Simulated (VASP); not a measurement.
# MoSe (Fm-3m) in VASP: settings compared

MoSe is run at these levels: r2SCAN, PBEsol; tasks: single point, relaxation of cell and atoms.

Program: VASP 6.6.1. These are calculated values, not measurements. Logs are shortened: lines on timing, memory, paths and dates and some standing lists are left out, and cuts for length are marked.

### 1 The cell of the first run

The structure is cubic, space group Fm-3m (No. 225). Conventional cell: a = 5.150 Å, b = 5.150 Å, c = 5.150 Å, α = 90.00°, β = 90.00°, γ = 90.00°. Mo (site symmetry m-3m) has 6 Se at 2.57 Å within 3.4 Å. Within 3.4 Å of Se (site symmetry m-3m) lie 6 Mo at 2.57 Å.

### 2 Single point, r2SCAN, collinear spin

POSCAR

```
MoSe
1.0
    0.0000000000      2.5748516654      2.5748516654
    2.5748516654      0.0000000000      2.5748516654
    2.5748516654      2.5748516654      0.0000000000
Mo Se
1 1
Direct
    0.0000000000      0.0000000000      0.0000000000
    0.5000000000      0.5000000000      0.5000000000
```

INCAR.step1

```
ALGO = Normal
EDIFF = 1E-4
ENCUT = 520
GGA = PE
ISMEAR = 0
ISPIN = 2
LASPH = True
LCHARG = False
LMAXMIX = 4
LREAL = False
LWAVE = True
MAGMOM = 3.5 0
NBANDS = 21
NELM = 150
PREC = Accurate
SIGMA = 0.1
```

INCAR.step2

```
ALGO = Normal
EDIFF = 1E-7
ENCUT = 520
ISIF = 2
ISMEAR = 0
ISPIN = 2
ISTART = 1
LASPH = True
LCHARG = False
LMAXMIX = 4
LMIXTAU = True
LORBIT = 11
LREAL = False
LWAVE = False
MAGMOM = 3.5 0
METAGGA = R2SCAN
NBANDS = 21
NELM = 150
PREC = Accurate
SIGMA = 0.1
```

KPOINTS

```
k-points
0
Gamma
  14 14 14
```

Potentials or basis: VASP PAW PBE potentials, release 64 (Mo_sv, Se).

Run with:

```console
> cat potpaw_PBE.64/Mo_sv/POTCAR potpaw_PBE.64/Se/POTCAR > POTCAR
> cp INCAR.step1 INCAR
> mpirun -np 1 vasp_std > vasp.out
> cp INCAR.step2 INCAR
> mpirun -np 1 vasp_std > vasp.out
```

OUTCAR:

```text
EDIFF = 1E-7
   ENCUT = 520
   ISIF = 2
   ISMEAR = 0
   ISPIN = 2
   ISTART = 1
   LASPH = True
   LORBIT = 11
   LREAL = False
   METAGGA = R2SCAN
   NELM = 150
   PREC = Accurate

 ion  position               nearest neighbor table
   1  0.000  0.000  0.000-   2 2.57   2 2.57   2 2.57   2 2.57   2 2.57   2 2.57
   2  0.500  0.500  0.500-   1 2.57   1 2.57   1 2.57   1 2.57   1 2.57   1 2.57

  LATTYP: Found a face centered cubic cell.
 ALAT       =     5.1497033308

  Lattice vectors:

 A1 = (   0.0000000000,   2.5748516654,   2.5748516654)
 A2 = (   2.5748516654,   0.0000000000,   2.5748516654)
 A3 = (   2.5748516654,   2.5748516654,   0.0000000000)

Analysis of symmetry for initial positions (statically):
=====================================================================
 Subroutine PRICEL returns:
 Original cell was already a primitive cell.

 Routine SETGRP: Setting up the symmetry group for a
 face centered cubic supercell.

 Subroutine GETGRP returns: Found 48 space group operations
 (whereof 48 operations were pure point group operations)
 out of a pool of 48 trial point group operations.

The static configuration has the point symmetry O_h .

Analysis of symmetry for dynamics (positions and initial velocities):
=====================================================================
 Subroutine PRICEL returns:
 Original cell was already a primitive cell.

 Routine SETGRP: Setting up the symmetry group for a
 face centered cubic supercell.

 Subroutine GETGRP returns: Found 48 space group operations
 (whereof 48 operations were pure point group operations)
 out of a pool of 48 trial point group operations.

The dynamic configuration has the point symmetry O_h .

Analysis of structural, dynamic, and magnetic symmetry:
=====================================================================
 Subroutine PRICEL returns:
 Original cell was already a primitive cell.

 Routine SETGRP: Setting up the symmetry group for a
 face centered cubic supercell.

 Subroutine GETGRP returns: Found 48 space group operations
 (whereof 48 operations were pure point group operations)
 out of a pool of 48 trial point group operations.

The overall configuration has the point symmetry O_h .

 Subroutine INISYM returns: Found 48 space group operations
 (whereof 48 operations are pure point group operations),
 and found     1 'primitive' translations

[... 117 lines left out ...]
  Thomas-Fermi vector in A             =   2.495640
   LORBIT       =     11    0 simple, 1 ext, 2 COOP (PROOUT), +10 PAW based schemes
   METAGGA = R2SCAN    functional components
   LHFCALC =     F    Hartree Fock is set to
   AEXX    =    0.0000 exact exchange contribution
   IVDW    =     0    specifies the selected vdW correction
   LEPSILON=     F    determine dielectric tensor
   LRPA    =     F    only Hartree local field effects (RPA)
 spin polarized calculation
 Gauss-broadening in eV      SIGMA  =   0.10
  energy-cutoff  :      520.00
  volume of cell :       34.14
 maximum number of plane-waves:       941
   NGX = 13   NGY = 13   NGZ = 13

 number of electron      20.0000001 magnetization      -0.0006822

 number of electron      20.0000001 magnetization       0.0000113

 Free energy of the ion-electron system (eV)
  ---------------------------------------------------
  ext. energy  EPLUGINS =         0.00000000
  ---------------------------------------------------
  free energy    TOTEN  =       -39.25961058 eV

  energy without entropy =      -39.24516213  energy(sigma->0) =      -39.25238636

 E-fermi :  10.2011     XC(G=0): -12.7111

 val. band max:       10.1982843753   @ k =   0.5000   0.1429   0.0000
 cond. band min:      10.2011979141   @ k =   0.2143   0.1429   0.0000
 fundamental gap:      0.0029135388
 Fermi energy:        10.2010823421

 spin component 1

 k-point     1 :       0.0000    0.0000    0.0000
  band No.  band energies     occupation
      1     -53.0036      1.00000
      2     -26.4116      1.00000
      3     -26.4116      1.00000
      4     -26.4116      1.00000
      5      -6.7856      1.00000
      6       7.6225      1.00000
[... 565 lines left out ...]
     20      26.6933      0.00000
     21      29.0972      0.00000

 [... further k-points ...]

 spin component 2

 k-point     1 :       0.0000    0.0000    0.0000
  band No.  band energies     occupation
      1     -53.0037      1.00000
      2     -26.4116      1.00000
      3     -26.4116      1.00000
      4     -26.4116      1.00000
      5      -6.7855      1.00000
      6       7.6226      1.00000
[... 565 lines left out ...]
     20      26.6933      0.00000
     21      29.0972      0.00000

 [... further k-points ...]

------------------------ aborting loop because EDIFF is reached ----------------------------------------

  FORCE on cell =-STRESS in cart. coord.  units (eV):
  Direction    XX          YY          ZZ          XY          YZ          ZX
  --------------------------------------------------------------------------------------
  -------------------------------------------------------------------------------------
  Total        1.1331781      1.1331781      1.1331781      0.0000000     -0.0000000      0.0000000
  in kB       53.1767881     53.1767881     53.1767881      0.0000000     -0.0000000      0.0000000
  external PRESSURE =      53.1767881 kB  Pullay stress =       0.0000000 kB

 VOLUME and BASIS-vectors are now :
 -----------------------------------------------------------------------------
  energy-cutoff  :      520.00
  volume of cell :       34.14
      direct lattice vectors                 reciprocal lattice vectors
     0.000000000  2.574851665  2.574851665    -0.194185943  0.194185943  0.194185943
     2.574851665  0.000000000  2.574851665     0.194185943 -0.194185943  0.194185943
     2.574851665  2.574851665  0.000000000     0.194185943  0.194185943 -0.194185943

 POSITION                                       TOTAL-FORCE (eV/Angst)
 -----------------------------------------------------------------------------------
      0.00000      0.00000      0.00000        -0.000000      0.000000      0.000000
      2.57485      2.57485      2.57485         0.000000     -0.000000     -0.000000
 -----------------------------------------------------------------------------------
    total drift:                               -0.000000      0.000000      0.000000

  FREE ENERGIE OF THE ION-ELECTRON SYSTEM (eV)
  ---------------------------------------------------
  free  energy   TOTEN  =       -39.2596105848 eV

  energy  without entropy=      -39.2451621327  energy(sigma->0) =      -39.25238636

 total charge

# of ion       s       p       d       tot
------------------------------------------
    1        2.201   6.104   4.106  12.411
    2        1.427   2.478   0.135   4.040
--------------------------------------------------
tot          3.628   8.582   4.241  16.451

 magnetization (x)

# of ion       s       p       d       tot
------------------------------------------
    1       -0.000  -0.000   0.000   0.000
    2        0.000   0.000  -0.000   0.000
--------------------------------------------------
tot          0.000   0.000   0.000   0.000
```

OUTCAR.step1:

```text
EDIFF = 1E-4
   ENCUT = 520
   GGA = PE
   ISMEAR = 0
   ISPIN = 2
[... 1393 lines left out ...]
 -----------------------------------------------------------------------------------
      0.00000      0.00000      0.00000        -0.000000     -0.000000     -0.000000
      2.57485      2.57485      2.57485         0.000000      0.000000      0.000000
 -----------------------------------------------------------------------------------
    total drift:                               -0.000000      0.000000      0.000000

  FREE ENERGIE OF THE ION-ELECTRON SYSTEM (eV)
  ---------------------------------------------------
  free  energy   TOTEN  =       -13.2667729683 eV

  energy  without entropy=      -13.2530925348  energy(sigma->0) =      -13.25993275
```

OSZICAR.step1:

```text
N       E                     dE             d eps       ncg     rms          rms(c)
DAV:   1     0.139767229637E+03    0.13977E+03   -0.99758E+03  8752   0.900E+02
DAV:   2    -0.928814304461E+01   -0.14906E+03   -0.14391E+03 10097   0.268E+02
DAV:   3    -0.129502896912E+02   -0.36621E+01   -0.36279E+01 10405   0.388E+01
DAV:   4    -0.129628155123E+02   -0.12526E-01   -0.12525E-01  9531   0.265E+00
DAV:   5    -0.129628721827E+02   -0.56670E-04   -0.56672E-04 10394   0.178E-01    0.178E+01
DAV:   6    -0.131213007110E+02   -0.15843E+00   -0.13859E+00  9451   0.807E+00    0.753E+00
DAV:   7    -0.132050923638E+02   -0.83792E-01   -0.22041E-01  9306   0.358E+00    0.513E+00
DAV:   8    -0.132228327976E+02   -0.17740E-01   -0.78618E-03 10009   0.660E-01    0.199E+00
DAV:   9    -0.132350963525E+02   -0.12264E-01   -0.97784E-03  9626   0.527E-01    0.511E-01
DAV:  10    -0.132421003699E+02   -0.70040E-02   -0.45360E-03  9566   0.392E-01    0.533E-01
DAV:  11    -0.132535285636E+02   -0.11428E-01   -0.12207E-02  9431   0.561E-01    0.385E-01
DAV:  12    -0.132640549388E+02   -0.10526E-01   -0.28339E-02  9546   0.833E-01    0.184E-01
DAV:  13    -0.132639466612E+02    0.10828E-03   -0.92191E-04  9808   0.171E-01    0.183E-01
DAV:  14    -0.132659591618E+02   -0.20125E-02   -0.44113E-03  9321   0.325E-01    0.108E-01
DAV:  15    -0.132663104066E+02   -0.35124E-03   -0.46442E-04  9926   0.109E-01    0.708E-02
DAV:  16    -0.132665484473E+02   -0.23804E-03   -0.34994E-04  7476   0.926E-02    0.494E-02
DAV:  17    -0.132667066732E+02   -0.15823E-03   -0.41490E-04  8791   0.101E-01    0.281E-02
DAV:  18    -0.132667729683E+02   -0.66295E-04   -0.43243E-04  8127   0.105E-01
   1 F= -.13266773E+02 E0= -.13259933E+02  d E =-.136804E-01  mag=     0.0092
```

It took 5.4 min on 1 thread of Intel Xeon 6975P-C (Granite Rapids), shared host; peak memory 0.26 GiB.

What came out:

```
Free energy                                           : -39.2596 eV
Pressure                                              : 5.3 GPa
Band gap on the k mesh                                : zero (filled and empty bands overlap)
Net moment                                            : 0.00 μB per cell
Valence electrons inside the program's atomic spheres : Mo 12.41; Se 4.04
```

Levels at points of the mesh, in eV from the Fermi level:
Spin up:
```csv
k point,band 6,band 7,band 8,band 9,band 10,band 11,band 12,band 13,band 14,band 15
"(0.00, 0.00, 0.00)",-2.58,-2.58,-2.58,-2.18,-2.18,-2.18,-1.69,-1.69,3.71,8.70
"(0.50, 0.00, 0.00)",-8.58,-6.14,-6.14,-0.09,-0.09,0.65,2.95,5.22,5.22,6.73
"(0.50, 0.50, 0.00)",-6.78,-4.21,-4.21,-3.87,-0.75,0.56,0.56,1.70,3.29,10.30
```
Spin down:
```csv
k point,band 6,band 7,band 8,band 9,band 10,band 11,band 12,band 13,band 14,band 15
"(0.00, 0.00, 0.00)",-2.58,-2.58,-2.58,-2.18,-2.18,-2.18,-1.69,-1.69,3.71,8.70
"(0.50, 0.00, 0.00)",-8.58,-6.14,-6.14,-0.09,-0.09,0.65,2.95,5.22,5.22,6.73
"(0.50, 0.50, 0.00)",-6.78,-4.21,-4.21,-3.87,-0.75,0.56,0.56,1.70,3.29,10.30
```

Caveat: the cell stands under pressure; the PAW data sets were made with another functional, which shifts forces and pressure a little.

(Part 1 of 2 ends here.)
